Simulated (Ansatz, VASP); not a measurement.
## Two plane-wave programs on P

The input POSCAR:

```
P
1.0
    3.0901060936      0.0000000000      0.0000000000
    0.0000000000     32.8017220214      0.0000000000
    0.0000000000      0.0000000000      5.2307503211
P
4
Direct
    0.0000000000      0.9702614300      0.5921507200
    0.0000000000      0.0297385700      0.4078492800
    0.5000000000      0.0297385700      0.0921507200
    0.5000000000      0.9702614300      0.9078492800
```

The input INCAR.step1:

```
PREC = Accurate
ENCUT = 520
ISMEAR = 0
SIGMA = 0.05
LREAL = F
LASPH = T
NELM = 60
NBANDS = 18
GGA = PE
ALGO = Normal
EDIFF = 1E-4
LWAVE = T
LCHARG = F
```

INCAR.step2

```
PREC = Accurate
ENCUT = 520
EDIFF = 1E-7
ISMEAR = 0
SIGMA = 0.05
LREAL = F
LASPH = T
NELM = 60
ALGO = Normal
ISIF = 2
LWAVE = F
LCHARG = F
METAGGA = R2SCAN
LMIXTAU = T
NBANDS = 18
ISTART = 1
```

KPOINTS

```
regular mesh
0
Gamma
  10 1 8
```

Input for Ansatz:

```yaml
crystal:
  lattice:
    - [3.0901060936, 0.0, 0.0]
    - [0.0, 32.8017220214, 0.0]
    - [0.0, 0.0, 5.2307503211]
  atoms:
    - { symbol: P, position: [0.0, 0.97026143, 0.59215072] }
    - { symbol: P, position: [0.0, 0.02973857, 0.40784928] }
    - { symbol: P, position: [0.5, 0.02973857, 0.09215072] }
    - { symbol: P, position: [0.5, 0.97026143, 0.90784928] }
basis:
  ecutwfc: 500
kpoints:
  mp_grid: { grid: [10, 1, 8] }
hamiltonian:
  xc: r2scan
scf:
  occupations: { method: gaussian, width: 0.05 }
output:
  forces: true
  stress: true
  eigenvalues: true
```

Alike in both runs: task single point; functional r2SCAN; k mesh 10 × 1 × 8; occupations gaussian, width 0.05 eV; no spin polarisation.

```csv
,VASP,Ansatz
version,VASP 6.6.1,Ansatz 0.2.0
potentials or method,"VASP PAW PBE potentials, release 64 (P), cutoff 520 eV","scalar-relativistic, plane waves, PAW"
valence electrons in the cell,20,20
```

Ansatz gave:

- gap on the k mesh at the Fermi level (eV): 0.91
- least direct gap on the mesh (eV): 1.43
- rms of the force components (eV/Å): 1.077

Question: Which values does VASP return?

Answer: gap on the k mesh at the Fermi level (eV): 0.92; least direct gap on the mesh (eV): 1.45; rms of the force components (eV/Å): 1.086.

VASP's potentials were made for PBE, not for r2SCAN. Atom by atom the forces differ by 0.053 eV/Å (rms over components).
